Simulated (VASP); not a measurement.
# CaGaAs (P-6m2) in VASP: a series of runs

The runs below take CaGaAs through single point, relaxation of cell and atoms, with PBE.

Everything below comes from runs of VASP 6.6.1. Logs are shortened: lines on timing, memory, paths and dates and some standing lists are left out, and cuts for length are marked.

## 1. The cell of the first run

Symmetry: P-6m2, No. 187, hexagonal system. Conventional cell: a = 4.280 Å, b = 4.280 Å, c = 4.299 Å, α = 90.00°, β = 90.00°, γ = 120.00°. Ca (site symmetry -6m2) has 6 As at 3.28 Å and 6 Ga at 3.28 Å and 8 Ca at 4.28 to 4.30 Å within 4.3 Å. Within 3.3 Å of Ga (site symmetry -6m2) lie 3 As at 2.47 Å and 6 Ca at 3.28 Å. Within 3.3 Å of As (site symmetry -6m2) lie 3 Ga at 2.47 Å and 6 Ca at 3.28 Å.

The cell was generated, and may not be a known phase.

## 2. Single point, PBE

The input, INCAR:

```
PREC     = Accurate       # precision mode
ENCUT    = 520            # plane-wave cutoff, eV
EDIFF    = 1E-6           # SCF threshold, eV
ISMEAR   = 0              # smearing method
SIGMA    = 0.1            # smearing width, eV
LREAL    = F              # projectors in reciprocal space
LASPH    = T              # aspherical terms in the spheres
NELM     = 60             # most SCF steps
ALGO     = Normal         # electronic algorithm
ISIF     = 2              # what is computed and relaxed
LWAVE    = F              # write WAVECAR
LCHARG   = F              # write CHGCAR
GGA      = PE             # functional
NBANDS   = 21             # bands
```

The input, KPOINTS:

```
Automatic mesh
0
Gamma
  6 6 4
```

The input, POSCAR:

```
CaGaAs
1.0
    4.2801249500      0.0000000000      0.0000000000
   -2.1400624800      3.7066969400      0.0000000000
    0.0000000000      0.0000000000      4.2986860900
Ca Ga As
1 1 1
Direct
    0.0000000000      0.0000000000      0.0000000000
    0.6666666700      0.3333333300      0.5000000000
    0.3333333300      0.6666666700      0.5000000000
```

Potentials or basis: VASP PAW PBE potentials, release 64 (Ca_sv, Ga_d, As).

Command:

```bash
> cat potpaw_PBE.64/Ca_sv/POTCAR potpaw_PBE.64/Ga_d/POTCAR potpaw_PBE.64/As/POTCAR > POTCAR
> mpirun -np 1 vasp_std > vasp.out
```

OUTCAR:

```text
PREC = Accurate
   ENCUT = 520
   EDIFF = 1E-6
   ISMEAR = 0
   LREAL = F
   LASPH = T
   NELM = 60
   ISIF = 2
   GGA = PE

 ion  position               nearest neighbor table
   1  0.000  0.000  0.000-
   2  0.667  0.333  0.500-   3 2.47   3 2.47   3 2.47
   3  0.333  0.667  0.500-   2 2.47   2 2.47   2 2.47

  LATTYP: Found a hexagonal cell.
 ALAT       =     4.2801249500
 C/A-ratio  =     1.0043365884

  Lattice vectors:

 A1 = (   4.2801249500,   0.0000000000,   0.0000000000)
 A2 = (  -2.1400624800,   3.7066969400,   0.0000000000)
 A3 = (   0.0000000000,   0.0000000000,   4.2986860900)

Analysis of symmetry for initial positions (statically):
=====================================================================
 Subroutine PRICEL returns:
 Original cell was already a primitive cell.

 Routine SETGRP: Setting up the symmetry group for a
 hexagonal supercell.

 Subroutine GETGRP returns: Found 12 space group operations
 (whereof 12 operations were pure point group operations)
 out of a pool of 24 trial point group operations.

The static configuration has the point symmetry D_3h.

Analysis of symmetry for dynamics (positions and initial velocities):
=====================================================================
 Subroutine PRICEL returns:
 Original cell was already a primitive cell.

 Routine SETGRP: Setting up the symmetry group for a
 hexagonal supercell.

 Subroutine GETGRP returns: Found 12 space group operations
 (whereof 12 operations were pure point group operations)
 out of a pool of 24 trial point group operations.

The dynamic configuration has the point symmetry D_3h.

 Subroutine INISYM returns: Found 12 space group operations
 (whereof 12 operations are pure point group operations),
 and found     1 'primitive' translations

----------------------------------------------------------------------------------------

                                     Primitive cell

  volume of cell :      68.1992

  direct lattice vectors                    reciprocal lattice vectors
     4.280124950  0.000000000  0.000000000     0.233638039  0.134890985  0.000000000
[... 76 lines left out ...]
   ISTART =      0    job   : 0-new  1-cont  2-samecut
   ICHARG =      2    charge: 1-file 2-atom 10-const
   ISPIN  =      1    spin polarized calculation?
   LNONCOLLINEAR =      F non collinear calculations
   LSORBIT =      F    spin-orbit coupling
   LASPH  =      T    aspherical Exc in radial PAW
   ENCUT  =  520.0 eV  38.22 Ry    6.18 a.u.   7.96  7.96  7.99*2*pi/ulx,y,z
   NELM   =     60;   NELMIN=  2; NELMDL= -5     # of ELM steps
   EDIFF  = 0.1E-05   stopping-criterion for ELM
   LREAL  =      F    real-space projection
   EDIFFG = 0.1E-04   stopping-criterion for IOM
   NSW    =      0    number of steps for IOM
   IBRION =     -1    ionic relax: 0-MD 1-quasi-New 2-CG
   NFREE  =      0    steps in history (QN), initial steepest desc. (CG)
   ISIF   =      2    stress and relaxation
   ISYM   =      2    0-nonsym 1-usesym 2-fastsym
   POTIM  = 0.5000    time-step for ionic-motion
   TEBEG  =    0.0;   TEEND  =   0.0 temperature during run
   PSTRESS=    0.0 pullay stress
   NELECT =      28.0000    total number of electrons
   NUPDOWN=      -1.0000    fix difference up-down
   EMIN   =  10.00;   EMAX   =-10.00  energy-range for DOS
   EFERMI =   0.00;   METHOD = LEGACY
   ISMEAR =     0;   SIGMA  =   0.10  broadening in eV -4-tet -1-fermi 0-gaus
   EFERMI_NEDOS =   21; number of points for ismear=-14 and -15
   IALGO  =     38    algorithm
   IMIX   =      4    mixing-type and parameters
     AMIX     =   0.40;   BMIX     =  1.00
     AMIX_MAG =   1.60;   BMIX_MAG =  1.00
  volume/ion in A,a.u.               =      22.73       153.41
  Fermi-wavevector in a.u.,A,eV,Ry     =   1.216749  2.299323 20.143136  1.480479
  Thomas-Fermi vector in A             =   2.352093
   LORBIT       =      0    0 simple, 1 ext, 2 COOP (PROOUT), +10 PAW based schemes
   GGA     = PE    functional components
   LHFCALC =     F    Hartree Fock is set to
   AEXX    =    0.0000 exact exchange contribution
   IVDW    =     0    specifies the selected vdW correction
   LEPSILON=     F    determine dielectric tensor
   LRPA    =     F    only Hartree local field effects (RPA)
 non-spin polarized calculation
 Gauss-broadening in eV      SIGMA  =   0.10
  energy-cutoff  :      520.00
  volume of cell :       68.20
 maximum number of plane-waves:      1868
 NGX is ok and might be reduce to    32
   NGX = 15   NGY = 15   NGZ = 15

 number of electron      28.0000016 magnetization

 Free energy of the ion-electron system (eV)
  ---------------------------------------------------
  ext. energy  EPLUGINS =         0.00000000
  ---------------------------------------------------
  free energy    TOTEN  =       -11.10086054 eV

  energy without entropy =      -11.09333430  energy(sigma->0) =      -11.09709742

 E-fermi :   5.0195     XC(G=0):  -9.8309

 val. band max:        4.9231696387   @ k =   0.1667   0.1667   0.2500
 cond. band min:       5.0258305975   @ k =   0.3333   0.1667   0.0000
 fundamental gap:      0.1026609588
 Fermi energy:         5.0194501944

 k-point     1 :       0.0000    0.0000    0.0000
  band No.  band energies     occupation
      1     -36.5260      2.00000
      2     -17.5843      2.00000
      3     -17.5152      2.00000
      4     -17.5152      2.00000
      5     -10.3522      2.00000
      6     -10.3522      2.00000
[... 493 lines left out ...]
     20       9.2882      0.00000
     21       9.6424      0.00000

------------------------ aborting loop because EDIFF is reached ----------------------------------------

  FORCE on cell =-STRESS in cart. coord.  units (eV):
  Direction    XX          YY          ZZ          XY          YZ          ZX
  --------------------------------------------------------------------------------------
  -------------------------------------------------------------------------------------
  Total        2.3403806      2.3403806     -0.6387640     -0.0000000      0.0000000      0.0000000
  in kB       54.9816562     54.9816563    -15.0062353     -0.0000001      0.0000000      0.0000000
  external PRESSURE =      31.6523591 kB  Pullay stress =       0.0000000 kB

 VOLUME and BASIS-vectors are now :
 -----------------------------------------------------------------------------
  energy-cutoff  :      520.00
  volume of cell :       68.20
      direct lattice vectors                 reciprocal lattice vectors
     4.280124950  0.000000000  0.000000000     0.233638039  0.134890985  0.000000000
    -2.140062480  3.706696940  0.000000000     0.000000000  0.269781969  0.000000000
     0.000000000  0.000000000  4.298686090     0.000000000  0.000000000  0.232629222

 POSITION                                       TOTAL-FORCE (eV/Angst)
 -----------------------------------------------------------------------------------
      0.00000      0.00000      0.00000         0.000000      0.000000      0.000000
      2.14006      1.23557      2.14934        -0.000000      0.000000      0.000000
     -0.00000      2.47113      2.14934         0.000000      0.000000      0.000000
 -----------------------------------------------------------------------------------
    total drift:                               -0.000009      0.000005     -0.000000

  FREE ENERGIE OF THE ION-ELECTRON SYSTEM (eV)
  ---------------------------------------------------
  free  energy   TOTEN  =       -11.1008605377 eV

  energy  without entropy=      -11.0933342965  energy(sigma->0) =      -11.09709742
```

stdout:

```text
POSCAR found type information on POSCAR CaGaAs
 POSCAR found :  3 types and       3 ions
 scaLAPACK will be used
 LDA part: xc-table for (Slater+PW92), standard interpolation
 POSCAR, INCAR and KPOINTS ok, starting setup
 FFT: planning ... GRIDC
 FFT: planning ... GRID_SOFT
 FFT: planning ... GRID
 WAVECAR not read
 entering main loop
```

It took 27 s on 1 thread of Oxide Virtual Turin-like, shared host; peak memory 0.16 GiB.

Results:

```
Free energy            : -11.1009 eV
Pressure               : 3.2 GPa
Band gap on the k mesh : zero (bands 14 and 15 overlap by 0.81 eV)
```

Levels at points of the mesh, in eV from the Fermi level:
| k point | band 11 | band 12 | band 13 | band 14 | band 15 | band 16 | band 17 | band 18 |
| --- | --- | --- | --- | --- | --- | --- | --- | --- |
| (0.00, 0.00, 0.00) | -2.80 | -2.77 | -2.77 | -2.62 | 0.15 | 1.86 | 1.86 | 3.20 |
| (0.50, 0.00, 0.00) | -7.89 | -3.80 | -2.03 | -1.59 | 1.33 | 2.20 | 2.75 | 3.43 |
| (0.00, 0.00, 0.50) | -5.27 | -2.38 | -2.38 | -2.11 | 0.72 | 0.72 | 2.13 | 2.13 |
| (0.50, 0.00, 0.50) | -7.43 | -3.92 | -3.42 | -1.77 | -0.49 | 3.43 | 3.90 | 4.03 |

Caveat: the k points lie up to 0.37 Å⁻¹ apart, too coarse for converged energies and pressures of a metal.

## 3. Single point, PBE

This run uses another cell than the first one, of 23.69 Å³/atom.

The input, INCAR:

```
SYSTEM = CaGaAs
PREC = Accurate
ENCUT = 520
EDIFF = 1E-7
ISMEAR = 0
SIGMA = 0.1
LREAL = .FALSE.
LASPH = .TRUE.
NELM = 100
ALGO = Fast
ISIF = 2
LWAVE = .FALSE.
LCHARG = .FALSE.
GGA = PE
NBANDS = 21
```

The input, KPOINTS:

```
Automatic mesh
0
G
  12 12 12
  0 0 0
```

The input, POSCAR:

```
CaGaAs
1.0
    4.4812860396      0.0000000030      0.0000000000
   -2.2406430224      3.8809075504      0.0000000000
    0.0000000000      0.0000000000      4.0857681368
Ca Ga As
1 1 1
Direct
    0.0000000000      0.0000000000      0.0000000000
    0.6666666667      0.3333333333      0.5000000000
    0.3333333333      0.6666666667      0.5000000000
```

Potentials or basis: VASP PAW PBE potentials, release 64 (Ca_sv, Ga_d, As).

Command:

```bash
> cat potpaw_PBE.64/Ca_sv/POTCAR potpaw_PBE.64/Ga_d/POTCAR potpaw_PBE.64/As/POTCAR > POTCAR
> mpirun -np 1 vasp_std > vasp.out
```

It took 8.4 min on 1 thread of Oxide Virtual Turin-like, shared host; peak memory 0.33 GiB.

It converged, with:

* Free energy: -11.2381 eV
* Pressure: 0.2 GPa
* Band gap on the k mesh: zero (bands 14 and 15 overlap by 1.69 eV)

Levels at points of the mesh, in eV from the Fermi level:
```
           k point  band 11  band 12  band 13  band 14  band 15  band 16  band 17  band 18
(0.00, 0.00, 0.00)    -3.20    -2.46    -2.46    -1.42     0.88     1.87     1.87     3.46
(0.50, 0.00, 0.00)    -7.24    -3.26    -1.51    -1.02     2.20     2.76     3.20     3.39
(0.00, 0.00, 0.50)    -4.62    -2.38    -1.91    -1.91     0.82     0.82     2.31     2.34
(0.50, 0.00, 0.50)    -6.61    -3.31    -2.98    -1.43    -0.31     3.72     3.94     4.21
```

## 4. Relaxation of cell and atoms, PBE

The input, INCAR:

```
SYSTEM = CaGaAs
PREC = Accurate
ENCUT = 600
EDIFF = 1E-7
ISMEAR = 0
SIGMA = 0.1
LREAL = .FALSE.
LASPH = .TRUE.
NELM = 80
ALGO = Fast
ISIF = 3
LWAVE = .FALSE.
LCHARG = .FALSE.
GGA = PE
IBRION = 2
NSW = 100
EDIFFG = -0.01
```

The input, KPOINTS:

```
regular mesh
0
G
  12 12 12
  0 0 0
```

The input, POSCAR:

```
CaGaAs
1.0
    4.2801249500      0.0000000000      0.0000000000
   -2.1400624800      3.7066969400      0.0000000000
    0.0000000000      0.0000000000      4.2986860900
Ca Ga As
1 1 1
Direct
    0.0000000000      0.0000000000      0.0000000000
    0.6666666700      0.3333333300      0.5000000000
    0.3333333300      0.6666666700      0.5000000000
```

Command:

```bash
> cat potpaw_PBE.64/Ca_sv/POTCAR potpaw_PBE.64/Ga_d/POTCAR potpaw_PBE.64/As/POTCAR > POTCAR
> mpirun -np 1 vasp_std > vasp.out
```

Wall time 41 min (1 thread of Oxide Virtual Turin-like, shared host); peak memory 0.38 GiB.

The run converged. Its results:

* Free energy: -11.2377 eV
* Relaxed volume: 23.76 Å³/atom
* Relaxed cell: a = 4.485 Å, b = 4.485 Å, c = 4.090 Å, α = 90.00°, β = 90.00°, γ = 120.00°
* Space group after relaxing (to 0.1 Å): P-6m2 (No. 187)
* Energy gained by relaxing: 47.9 meV/atom
* Ionic steps: 6
* Pressure after relaxing: 0.0 GPa
* Band gap on the k mesh: zero (bands 14 and 15 overlap by 1.69 eV)

The path:
```tsv
step	energy change (eV)	largest force (eV/Å)	pressure (GPa)	volume (Å³)
1	0.0000	0.0000	3.66	68.20
2	-0.1260	0.0000	-0.70	73.38
3	-0.1265	0.0000	-0.90	73.72
4	-0.1388	0.0000	-0.50	72.57
5	-0.1435	0.0000	-0.08	71.52
6	-0.1437	0.0000	0.04	71.27
```

Final structure:
```cif
data_structure
_symmetry_space_group_name_H-M 'P 1'
_symmetry_Int_Tables_number 1
_cell_length_a 4.4854
_cell_length_b 4.4854
_cell_length_c 4.0902
_cell_angle_alpha 90.000
_cell_angle_beta 90.000
_cell_angle_gamma 120.000
_cell_volume 71.27
loop_
_atom_site_label
_atom_site_type_symbol
_atom_site_fract_x
_atom_site_fract_y
_atom_site_fract_z
_atom_site_occupancy
Ca1 Ca 0.00000 0.00000 0.00000 1
Ga1 Ga 0.66667 0.33333 0.50000 1
As1 As 0.33333 0.66667 0.50000 1
```

Levels at points of the mesh, in eV from the Fermi level:
| k point | band 11 | band 12 | band 13 | band 14 | band 15 | band 16 | band 17 | band 18 |
| --- | --- | --- | --- | --- | --- | --- | --- | --- |
| (0.00, 0.00, 0.00) | -3.20 | -2.45 | -2.45 | -1.42 | 0.89 | 1.87 | 1.87 | 3.52 |
| (0.50, 0.00, 0.00) | -7.22 | -3.25 | -1.51 | -1.01 | 2.19 | 2.75 | 3.20 | 3.42 |
| (0.00, 0.00, 0.50) | -4.60 | -2.39 | -1.90 | -1.90 | 0.83 | 0.83 | 2.32 | 2.34 |
| (0.50, 0.00, 0.50) | -6.60 | -3.30 | -2.97 | -1.42 | -0.31 | 3.71 | 3.93 | 4.25 |

## 5. The runs side by side

```tsv
task	cell	k mesh	cutoff (eV)	gap on the mesh (eV)	pressure (GPa)
single point	a = 4.280, b = 4.280, c = 4.299 Å, angles 90.0, 90.0, 120.0°, 3 atoms	6 × 6 × 4	520	none	3.2
single point	a = 4.481, b = 4.481, c = 4.086 Å, angles 90.0, 90.0, 120.0°, 3 atoms	12 × 12 × 12	520	none	0.2
relaxation of cell and atoms	relaxed from a = 4.280, b = 4.280, c = 4.299 Å, angles 90.0, 90.0, 120.0°, 3 atoms	12 × 12 × 12	600	none	0.0
```

Alike in all rows: level PBE; potentials or basis VASP PAW PBE potentials, release 64 (Ca_sv, Ga_d, As); no spin polarisation; smearing gaussian 0.1 eV.

Caveats: some runs use coarse meshes.

Total energies depend on the potentials used, so only differences within one code and one set of settings carry meaning.

The gap in the log of VASP goes by the Fermi energy; the results here count the filled bands.